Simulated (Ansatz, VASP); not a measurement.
# Two plane-wave programs on AgI

```
Ag I
1.0
     4.65129    0.00000    0.00000
    -2.32565    4.02814    0.00000
     0.00000    0.00000    7.59785
Ag I
2 2
Direct
  0.33333 0.66667 0.00240
  0.66667 0.33333 0.50240
  0.33333 0.66667 0.37750
  0.66667 0.33333 0.87750
```

Alike in both runs: task single point; functional r2SCAN; k mesh 6 × 6 × 4; no spin polarisation.

|  | VASP | Ansatz |
| --- | --- | --- |
| version | VASP 6.6.1 | Ansatz 0.2.0 |
| potentials or method | VASP PAW PBE potentials, release 64 (Ag, I) | plane waves, PAW |
| plane-wave cutoff (eV) | 550 | 500 |
| occupations | gaussian, width 0.01 eV | fixed |
| valence electrons in the cell | 36 | 72 |

VASP gave:

```
gap on the k mesh at the Fermi level (eV) : 1.83
pressure (GPa)                            : -0.1
```

Question: Estimate Ansatz's values.

Answer: gap on the k mesh at the Fermi level (eV): 1.86; pressure (GPa): 0.0.

VASP's potentials were made for PBE, not for r2SCAN. VASP's potentials hold 36 valence electrons a cell and Ansatz's 72, so a difference there can come from the potentials and not from the codes.

Spin-orbit coupling is off throughout.
